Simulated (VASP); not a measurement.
# FeO: single point with r2SCAN

FeO:

```
Fe O
1.0
     0.00000    2.15540    2.15540
     2.15540    0.00000    2.15540
     2.15540    2.15540    0.00000
Fe O
1 1
Direct
  0.00000 0.00000 0.00000
  0.50000 0.50000 0.50000
```

```
Program             : VASP 6.6.1
Task                : single point
Functional          : r2SCAN
Potentials or basis : VASP PAW PBE potentials, release 64 (Fe, O)
Cutoff              : 660 eV
k mesh              : 9 × 9 × 9
Occupations         : fermi-dirac, width 0.15 eV
Spin                : collinear spin, zero start
Starting moments    : [0.0, 0.0] μB
Fixed moment        : 0 μB
```

| Item | Value |
| --- | --- |
| Pressure | -28.7 GPa |
| Net moment | 0.00 μB per cell |
| Valence electrons inside the program's atomic spheres | Fe 6.82; O 4.99 |

Run time: 2.7 min on 1 thread of Intel(R) Xeon(R) Platinum 8259CL CPU @ 2.50GHz (Skylake/Cascade Lake), with other jobs on the host, peak memory 0.2 GiB.

Caveat: the cell stands under tension; the PAW data sets were made with another functional, which shifts forces and pressure a little; the total moment is fixed, so each spin has its own Fermi level.
